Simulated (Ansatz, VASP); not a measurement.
## One calculation of LiAu6, two programs

Contents of INCAR:

```
PREC     = Accurate       # precision mode
ENCUT    = 600            # plane-wave cutoff, eV
EDIFF    = 1E-6           # SCF threshold, eV
ISMEAR   = 0              # smearing method
SIGMA    = 0.1            # smearing width, eV
LREAL    = False          # projectors in reciprocal space
LASPH    = True           # aspherical terms in the spheres
NELM     = 100            # most SCF steps
ALGO     = Normal         # electronic algorithm
ISIF     = 3              # what is computed and relaxed
LWAVE    = False          # write WAVECAR
LCHARG   = False          # write CHGCAR
GGA      = PE             # functional
IBRION   = 2              # ionic algorithm
NSW      = 100            # ionic steps
EDIFFG   = -0.01          # ionic threshold
```

The input KPOINTS:

```
regular mesh
0
Gamma
  8 8 8
```

POSCAR

```
LiAu6
1.0
    0.0000000000      4.0135501961      4.0135501961
    4.0135501961      0.0000000000      4.0135501961
    4.0135501961      4.0135501961      0.0000000000
Li Au
1 6
Direct
    0.0000000000      0.0000000000      0.0000000000
    0.5000000000      0.5000000000      0.0000000000
    0.5000000000      0.0000000000      0.5000000000
    0.0000000000      0.0000000000      0.5000000000
    0.0000000000      0.5000000000      0.0000000000
    0.0000000000      0.5000000000      0.5000000000
    0.5000000000      0.0000000000      0.0000000000
```

Input for Ansatz:

```yaml
crystal:
  lattice:
    - [0.0, 4.0135501961, 4.0135501961]
    - [4.0135501961, 0.0, 4.0135501961]
    - [4.0135501961, 4.0135501961, 0.0]
  atoms:
    - { symbol: Li, position: [0.0, 0.0, 0.0] }
    - { symbol: Au, position: [0.5, 0.5, 0.0] }
    - { symbol: Au, position: [0.5, 0.0, 0.5] }
    - { symbol: Au, position: [0.0, 0.0, 0.5] }
    - { symbol: Au, position: [0.0, 0.5, 0.0] }
    - { symbol: Au, position: [0.0, 0.5, 0.5] }
    - { symbol: Au, position: [0.5, 0.0, 0.0] }
basis:
  ecutwfc: 420
kpoints:
  mp_grid: { grid: [8, 8, 8] }
hamiltonian:
  xc: pbe
scf:
  occupations: { method: gaussian, width: 0.1 }
output:
  forces: true
  stress: true
  eigenvalues: true
  write_density: true
  write_potential: true
  elf: true
  volumetric_format: npy
relax:
  adjacent_minimum: "off"
  f_tol: 0.01
  max_steps: 80
  cell: { stress_tol: 0.05 }
```

Change from the starting cell: species swapped into the Zn6Mo type (Fm-3m, No. 225).

Alike in both runs: task relaxation of cell and atoms; functional PBE; k mesh 8 × 8 × 8; occupations gaussian, width 0.1 eV; no spin polarisation.

```csv
,VASP,Ansatz
version,VASP 6.6.1,Ansatz 0.2.0
potentials or method,"VASP PAW PBE potentials, release 64 (Li_sv, Au), cutoff 600 eV","scalar-relativistic, plane waves, PAW"
valence electrons in the cell,69,117
```

|  | VASP | Ansatz | Ansatz less VASP |
| --- | --- | --- | --- |
| gap on the k mesh at the Fermi level, each at its own relaxed structure (eV) | none | none | - |
| relaxed volume (Å³/atom) | 18.53 | 18.56 | +0.027 |
| relaxed cell length with the largest relative difference (Å) | 5.682 | 5.685 | +0.0027 |

A gap of «none» marks a metal or a gap that the smearing closes. VASP's potentials hold 69 valence electrons a cell and Ansatz's 117, so a difference there can come from the potentials and not from the codes.

Neither program's run includes spin-orbit coupling. Noted on VASP's run: the cutoff is short for stress, so the pressure is rough.
